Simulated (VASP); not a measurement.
Wanted: the native input for a VASP 6.6.1 run.

- Task: relaxation of cell and atoms
- Functional: PBE
- Potentials or basis: VASP PAW PBE potentials, release 64 (Mg, Te)
- Cutoff: 600 eV
- k mesh: 8 × 8 × 4
- Occupations: gaussian, width 0.1 eV
- Spin: no spin polarisation
- Dipole correction: no
- Further INCAR settings: ALGO = Fast; EDIFF = 1e-06; IBRION = 2; EDIFFG = -0.01; NSW = 100; ISIF = 3

The structure of Mg3Te2 lies in POSCAR:

```
Mg3Te2
1.0
    4.3633254614      0.0000000000      0.0000000000
    0.0000000000      4.3633254614      0.0000000000
    0.0000000000      0.0000000000     11.4606628473
Mg Te
3 2
Direct
    0.5000000000      0.5000000000      0.2502706147
    0.5000000000      0.5000000000      0.7497293853
    0.5000000000      0.5000000000      0.5000000000
    0.5000000000      0.5000000000      0.0000000000
    0.0000000000      0.0000000000      0.0000000000
```

The cell was built from a structure type or drawn by symmetry, and may not be a known phase.

The input as run:

INCAR

```
SYSTEM = Mg3Te2
ALGO = Fast
EDIFF = 1E-6
EDIFFG = -0.01
ENCUT = 600
GGA = PE
IBRION = 2
ISIF = 3
ISMEAR = 0
LASPH = .True.
LCHARG = .False.
LREAL = .False.
LWAVE = .False.
NELM = 80
NSW = 100
PREC = Accurate
SIGMA = 0.1
```

KPOINTS

```
k-points
0
Gamma
  8 8 4
  0 0 0
```

Potentials or basis: VASP PAW PBE potentials, release 64 (Mg, Te).

Launch:

```bash
$ cat potpaw_PBE.64/Mg/POTCAR potpaw_PBE.64/Te/POTCAR > POTCAR
$ mpirun -np 1 vasp_std > vasp.out
```

Results of the run:

```
Relaxed volume                        : 44.17 Å³/atom
Relaxed cell                          : a = 4.416 Å, b = 4.416 Å, c = 11.328 Å, α = 90.00°, β = 90.00°, γ = 90.00°
Space group after relaxing (to 0.1 Å) : P4/mmm (No. 123)
Energy gained by relaxing             : 3.7 meV/atom
Ionic steps                           : 9
Pressure after relaxing               : 0.0 GPa
Band gap on the k mesh                : zero (bands 9 and 10 overlap by 2.58 eV)
```

Caveat: spin-orbit coupling is left out, which moves the levels of the heavy elements.

It took 7.7 min on 1 thread of Intel(R) Xeon(R) 6975P-C (Granite Rapids) (shared host), peak memory 0.48 GiB.
